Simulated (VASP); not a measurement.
A run of VASP 6.6.1:

POSCAR

```
CdS
1.0
    0.0000000000      2.6623133002      2.6623133002
    2.6623133002      0.0000000000      2.6623133002
    2.6623133002      2.6623133002      0.0000000000
Cd S
1 1
Direct
    0.0000000000      0.0000000000      0.0000000000
    0.5000000000      0.5000000000      0.5000000000
```

Contents of INCAR.step1:

```
SYSTEM = CdS
ALGO = Normal
EDIFF = 1E-4
ENCUT = 520
GGA = PE
ISMEAR = 0
LASPH = .TRUE.
LCHARG = .FALSE.
LREAL = .FALSE.
LWAVE = .TRUE.
NBANDS = 16
NELM = 60
PREC = Accurate
SIGMA = 0.01
```

File INCAR.step2:

```
SYSTEM = CdS
ALGO = Normal
EDIFF = 1E-7
ENCUT = 520
ISIF = 2
ISMEAR = 0
ISTART = 1
LASPH = .TRUE.
LCHARG = .FALSE.
LMIXTAU = .TRUE.
LREAL = .FALSE.
LWAVE = .FALSE.
METAGGA = R2SCAN
NBANDS = 16
NELM = 60
PREC = Accurate
SIGMA = 0.01
```

KPOINTS

```
k-points
0
G
  8 8 8
  0 0 0
```

Potentials or basis: VASP PAW PBE potentials, release 64 (Cd, S).

The run is started by

```bash
$ cat potpaw_PBE.64/Cd/POTCAR potpaw_PBE.64/S/POTCAR > POTCAR
$ cp INCAR.step1 INCAR
$ mpirun -np 1 vasp_std > vasp.out
$ cp INCAR.step2 INCAR
$ mpirun -np 1 vasp_std > vasp.out
```

Hardware: 1 thread of Intel Xeon 8259CL (shared host).

Problem. How long does it take, and how much memory?

Solution. It took 2.8 min on 1 thread of Intel Xeon 8259CL, on a shared host, peak memory 0.17 GiB. Counts: k points 29.
